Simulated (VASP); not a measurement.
A run of VASP 6.6.1 is set up as follows.

INCAR

```
ALGO = Normal
EDIFF = 1E-7
EDIFFG = -0.08
ENCUT = 600
GGA = PE
GGA_COMPAT = False
IBRION = 2
ISIF = 3
ISMEAR = 0
ISPIN = 2
LASPH = True
LCHARG = False
LMAXMIX = 4
LORBIT = 11
LREAL = False
LWAVE = False
MAGMOM = 0 0 0 0 4 0 0 0
NELM = 200
NELMIN = 4
NSW = 36
PREC = Accurate
SIGMA = 0.2
```

Contents of KPOINTS:

```
k-points
0
Gamma
  6 6 2
```

File POSCAR:

```
Mg4FeO3
1.0
    2.8977397000      0.0000000000      0.0000000000
    0.0000000000      2.8977397000      0.0000000000
    0.0000000000      0.0000000000     11.8257434500
Mg Fe O
4 1 3
Direct
    0.0000000000      0.0000000000      0.8575239800
    0.0000000000      0.0000000000      0.1424760200
    0.0000000000      0.0000000000      0.3809790000
    0.0000000000      0.0000000000      0.6190210000
    0.5000000000      0.5000000000      0.0000000000
    0.5000000000      0.5000000000      0.2627250000
    0.5000000000      0.5000000000      0.5000000000
    0.5000000000      0.5000000000      0.7372750000
```

Potentials or basis: VASP PAW PBE potentials, release 64 (Mg, Fe, O).

Run with:

```console
$ cat potpaw_PBE.64/Mg/POTCAR potpaw_PBE.64/Fe/POTCAR potpaw_PBE.64/O/POTCAR > POTCAR
$ mpirun -np 1 vasp_std > vasp.out
```

(1) Predict the relaxed cell.

(2) Predict the relaxed volume.

(3) What does it give for the space group after relaxing (to 0.1 Å)?

(4) What does it give for the site moments?

Results:

(1) a = 2.665 Å, b = 2.665 Å, c = 12.116 Å, α = 90.00°, β = 90.00°, γ = 90.00°.

(2) 10.76 Å³/atom.

(3) P4/mmm (No. 123).

(4) Mg -0.02, -0.00 (each value once); Fe +2.32; O -0.01, -0.00 (each value once) μB.

Caveat: the k points lie up to 0.39 Å⁻¹ apart in the final cell; a cell with one magnetic atom can't hold antiferromagnetic order, which such compounds often take.
